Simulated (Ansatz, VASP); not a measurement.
**Rh: VASP beside Ansatz**

```xyz
2
Lattice="2.7291 0.0000 0.0000 -1.3645 2.3634 0.0000 0.0000 0.0000 4.3290" Properties=species:S:1:pos:R:3 pbc="T T T"
Rh    1.3645    0.7878    3.2468
Rh    0.0000    1.5756    1.0823
```

Change from the starting cell: strain +0.0150 x Voigt [1, 1, 0, 0, 0, 0], atoms carried along.

Alike in both runs: task single point; functional PBEsol; k mesh 24 × 24 × 14; occupations gaussian, width 0.15 eV; no spin polarisation.

|  | VASP | Ansatz |
| --- | --- | --- |
| version | VASP 6.6.1 | Ansatz 0.2.0 |
| potentials or method | VASP PAW PBE potentials, release 64 (Rh_pv), cutoff 520 eV | scalar-relativistic, plane waves, PAW |
| valence electrons in the cell | 30 | 34 |

|  | VASP | Ansatz | Ansatz less VASP |
| --- | --- | --- | --- |
| gap on the k mesh at the Fermi level (eV) | none | none | - |
| pressure (GPa) | -7.9 | -7.8 | +0.07 |
| traceless stress, the component that is largest in VASP (GPa) | 2.74 | 2.74 | -0.006 |

VASP's potentials were made for PBE, not for PBEsol. A gap of «none» marks a metal or a gap that the smearing closes. VASP's potentials hold 30 valence electrons a cell and Ansatz's 34, so a difference there can come from the potentials and not from the codes.
